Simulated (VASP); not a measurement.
# Al6N (P3m1) in VASP: further runs, part 2 of 2

VASP 6.6.1. The steps go on from the part before.

### Step 3. Single point, PBE, collinear spin, ferromagnetic start

Contents of INCAR:

```
ALGO = Normal
EDIFF = 1E-6
ENCUT = 520
GGA = PE
ISIF = 2
ISMEAR = 0
ISPIN = 2
LASPH = True
LCHARG = True
LELF = True
LORBIT = 11
LREAL = False
LVHAR = True
LWAVE = False
MAGMOM = 0 0 0 0 0 0 0 0 0 0 0 0 1 1
NBANDS = 40
NELM = 150
PREC = Accurate
SIGMA = 0.1
```

Contents of KPOINTS:

```
k-points
0
Gamma
  6 6 1
```

Contents of POSCAR:

```
Al6N
1.0
    2.9481447355      0.0000000000      0.0000000000
   -1.4740723677      2.5531682350      0.0000000000
    0.0000000000      0.0000000000     28.6135758270
Al N
12 2
Direct
    0.6666666667      0.3333333333      0.6761311131
    0.0000000000      0.0000000000      0.7574089972
    0.3333333333      0.6666666667      0.8385815811
    0.3333333333      0.6666666667      0.5938175215
    0.3333333333      0.6666666667      0.0917440398
    0.6666666667      0.3333333333      0.1835713033
    0.0000000000      0.0000000000      0.0008384681
    0.0000000000      0.0000000000      0.2685823329
    0.6666666667      0.3333333333      0.9214746610
    0.6666666667      0.3333333333      0.4300137337
    0.0000000000      0.0000000000      0.5128238619
    0.3333333333      0.6666666667      0.3485255763
    0.0000000000      0.0000000000      0.0672108258
    0.3333333333      0.6666666667      0.1575759841
```

Potentials or basis: VASP PAW PBE potentials, release 64 (Al, N).

Run with:

```bash
$ cat potpaw_PBE.64/Al/POTCAR potpaw_PBE.64/N/POTCAR > POTCAR
$ mpirun -np 1 vasp_std > vasp.out
```

OUTCAR:

```text
EDIFF = 1E-6
   ENCUT = 520
   GGA = PE
   ISIF = 2
   ISMEAR = 0
   ISPIN = 2
   LASPH = True
   LORBIT = 11
   LREAL = False
   NELM = 150
   PREC = Accurate

 ion  position               nearest neighbor table
   1  0.667  0.333  0.676-   2 2.88   2 2.88   2 2.88   4 2.91   4 2.91   4 2.91
   2  0.000  0.000  0.757-   3 2.88   3 2.88   3 2.88   1 2.88   1 2.88   1 2.88
   3  0.333  0.667  0.839-   2 2.88   2 2.88   2 2.88   9 2.92   9 2.92   9 2.92
   4  0.333  0.667  0.594-  11 2.88  11 2.88  11 2.88   1 2.91   1 2.91   1 2.91
   5  0.333  0.667  0.092-  13 1.84  13 1.84  13 1.84  14 1.88   7 3.11   7 3.11   7 3.11   6 3.13
                             6 3.13   6 3.13
   6  0.667  0.333  0.184-  14 1.86  14 1.86  14 1.86   8 2.97   8 2.97   8 2.97   5 3.13   5 3.13
                             5 3.13
   7  0.000  0.000  0.001-  13 1.90   9 2.84   9 2.84   9 2.84   5 3.11   5 3.11   5 3.11
   8  0.000  0.000  0.269-  12 2.85  12 2.85  12 2.85   6 2.97   6 2.97   6 2.97
   9  0.667  0.333  0.921-   7 2.84   7 2.84   7 2.84   3 2.92   3 2.92   3 2.92
  10  0.667  0.333  0.430-  12 2.89  12 2.89  12 2.89  11 2.92  11 2.92  11 2.92
  11  0.000  0.000  0.513-   4 2.88   4 2.88   4 2.88  10 2.92  10 2.92  10 2.92
  12  0.333  0.667  0.349-   8 2.85   8 2.85   8 2.85  10 2.89  10 2.89  10 2.89
  13  0.000  0.000  0.067-   5 1.84   5 1.84   5 1.84   7 1.90
[... 777 lines left out ...]
     -0.00000      1.70211      2.62513        -0.000000     -0.000000     -0.031923
      1.47407      0.85106      5.25263         0.000000      0.000000     -0.047045
      0.00000      0.00000      0.02399         0.000000     -0.000000      0.050230
      0.00000      0.00000      7.68510         0.000000     -0.000000      0.051348
      1.47407      0.85106     26.36669         0.000000     -0.000000     -0.001961
      1.47407      0.85106     12.30423        -0.000000     -0.000000      0.058953
      0.00000      0.00000     14.67372         0.000000     -0.000000     -0.025345
     -0.00000      1.70211      9.97256         0.000000     -0.000000     -0.090488
      0.00000      0.00000      1.92314         0.000000     -0.000000      0.037939
     -0.00000      1.70211      4.50881        -0.000000     -0.000000     -0.010707
 -----------------------------------------------------------------------------------
    total drift:                                0.000000      0.000000     -0.000195

  FREE ENERGIE OF THE ION-ELECTRON SYSTEM (eV)
  ---------------------------------------------------
  free  energy   TOTEN  =       -66.0126972259 eV

  energy  without entropy=      -65.9990130931  energy(sigma->0) =      -66.00585516

 total charge

# of ion       s       p       d       tot
------------------------------------------
    1        0.439   0.312   0.000   0.751
    2        0.435   0.313   0.000   0.748
    3        0.437   0.317   0.000   0.754
    4        0.437   0.313   0.000   0.750
    5        0.383   0.479   0.000   0.862
    6        0.376   0.437   0.000   0.812
    7        0.407   0.363   0.000   0.771
    8        0.441   0.326   0.000   0.768
    9        0.439   0.308   0.000   0.747
   10        0.439   0.310   0.000   0.749
   11        0.437   0.313   0.000   0.750
   12        0.429   0.321   0.000   0.750
   13        1.238   2.669   0.000   3.906
   14        1.237   2.657   0.000   3.894
--------------------------------------------------
tot          7.573   9.439   0.000  17.012

 magnetization (x)

# of ion       s       p       d       tot
------------------------------------------
    1        0.000   0.000   0.000   0.000
    2        0.000   0.000   0.000   0.000
    3       -0.000   0.000   0.000  -0.000
    4        0.000   0.000   0.000   0.000
    5        0.000   0.000   0.000   0.000
    6        0.000   0.000   0.000   0.000
    7       -0.000   0.000   0.000  -0.000
    8       -0.000  -0.000   0.000  -0.000
    9       -0.000   0.000   0.000  -0.000
   10       -0.000  -0.000   0.000  -0.000
   11        0.000  -0.000   0.000   0.000
   12       -0.000  -0.000   0.000  -0.000
   13       -0.000  -0.000   0.000  -0.000
   14       -0.000  -0.000   0.000  -0.000
--------------------------------------------------
tot         -0.000  -0.000   0.000  -0.000
```

Run time: 5.8 min. Hardware: 1 thread of Intel Xeon 6975P-C, shared host; peak memory 0.47 GiB.

What came out:

| Item | Value |
| --- | --- |
| Free energy | -66.0127 eV |
| Pressure | 0.2 GPa |
| Largest force | 0.090 eV/Å |
| Band gap on the k mesh | zero (filled and empty bands overlap) |
| Net moment | 0.00 μB per cell |
| Valence electrons inside the program's atomic spheres | Al 0.75, 0.86, 0.81, 0.77 (each value once); N 3.91, 3.89 |

Forces on the atoms (eV/Å):
```
Al   0.000  0.000  0.022
Al   0.000  0.000 -0.012
Al   0.000  0.000  0.007
Al   0.000  0.000 -0.009
Al   0.000  0.000 -0.032
Al   0.000  0.000 -0.047
Al   0.000  0.000  0.050
Al   0.000  0.000  0.051
Al   0.000  0.000 -0.002
Al   0.000  0.000  0.059
Al   0.000  0.000 -0.025
Al   0.000  0.000 -0.090
N    0.000  0.000  0.038
N    0.000  0.000 -0.011
```

Stress tensor (GPa, compression positive):
```
0.04 0.00 0.00
0.00 0.04 0.00
0.00 0.00 0.48
```

Caveat: the k points lie up to 0.41 Å⁻¹ apart, too coarse for converged energies and pressures of a metal.

### Step 4. Single point, PBE (16.89 Å³/atom)

This run uses another cell than the first one, of 16.89 Å³/atom.

Contents of INCAR:

```
SYSTEM = Al6N
  ALGO = Normal
  EDIFF = 1E-7
  ENCUT = 520
  GGA = PE
  ISIF = 2
  ISMEAR = 0
  LASPH = .TRUE.
  LCHARG = .TRUE.
  LELF = .TRUE.
  LREAL = .FALSE.
  LVHAR = .TRUE.
  LWAVE = .FALSE.
  NBANDS = 36
  NELM = 60
  PREC = Accurate
  SIGMA = 0.1
```

Contents of KPOINTS:

```
k-points
0
G
  12 12 2
  0 0 0
```

Contents of POSCAR:

```
Al6N
1.0
    3.0763878711      0.0000000000      0.0000000000
   -1.5381939355      2.6642300483      0.0000000000
    0.0000000000      0.0000000000     28.8558344428
Al N
12 2
Direct
    0.6666666667      0.3333333333      0.6762135189
    0.0000000000      0.0000000000      0.7573296927
    0.3333333333      0.6666666667      0.8394918902
    0.3333333333      0.6666666667      0.5945642119
    0.3333333333      0.6666666667      0.0906203717
    0.6666666667      0.3333333333      0.1815173548
    0.0000000000      0.0000000000      0.0008689168
    0.0000000000      0.0000000000      0.2694529605
    0.6666666667      0.3333333333      0.9215259578
    0.6666666667      0.3333333333      0.4302696850
    0.0000000000      0.0000000000      0.5123440063
    0.3333333333      0.6666666667      0.3485870096
    0.0000000000      0.0000000000      0.0681378924
    0.3333333333      0.6666666667      0.1573765310
```

Run with:

```bash
$ cat potpaw_PBE.64/Al/POTCAR potpaw_PBE.64/N/POTCAR > POTCAR
$ mpirun -np 1 vasp_std > vasp.out
```

Wall time 8.5 min (1 thread of Intel Xeon 6975P-C, shared host); peak memory 0.48 GiB.

It converged, with:

```yaml
Free_energy: -65.3708 eV
Pressure: -6.7 GPa
Largest_force: 0.016 eV/Å
Band_gap_on_the_k_mesh: zero (bands 23 and 24 overlap by 4.43 eV)
```

Forces in eV/Å, atoms in the order of the input:
```
Al   0.000  0.000  0.000
Al   0.000  0.000  0.000
Al   0.000  0.000  0.000
Al   0.000  0.000 -0.001
Al   0.000  0.000 -0.006
Al   0.000  0.000 -0.016
Al   0.000  0.000 -0.004
Al   0.000  0.000  0.000
Al   0.000  0.000  0.000
Al   0.000  0.000  0.001
Al   0.000  0.000  0.000
Al   0.000  0.000  0.000
N    0.000  0.000  0.015
N    0.000  0.000  0.010
```

Levels at points of the mesh, in eV from the Fermi level:
| k point | band 19 | band 20 | band 21 | band 22 | band 23 | band 24 | band 25 | band 26 | band 27 | band 28 |
| --- | --- | --- | --- | --- | --- | --- | --- | --- | --- | --- |
| (0.00, 0.00, 0.00) | -2.33 | -1.18 | -0.39 | 1.33 | 2.14 | 3.99 | 4.16 | 5.56 | 6.31 | 7.92 |
| (0.50, 0.00, 0.00) | -2.91 | -2.85 | -2.36 | -1.86 | -1.25 | -1.14 | -0.27 | -0.21 | 0.53 | 0.64 |
| (0.00, 0.00, 0.50) | -2.29 | -1.64 | 0.05 | 0.88 | 2.68 | 3.26 | 4.95 | 5.09 | 6.47 | 7.69 |
| (0.50, 0.00, 0.50) | -2.84 | -2.82 | -2.34 | -2.00 | -1.12 | -1.08 | -0.40 | -0.31 | 0.66 | 0.78 |

Caveat: the cell stands under tension.
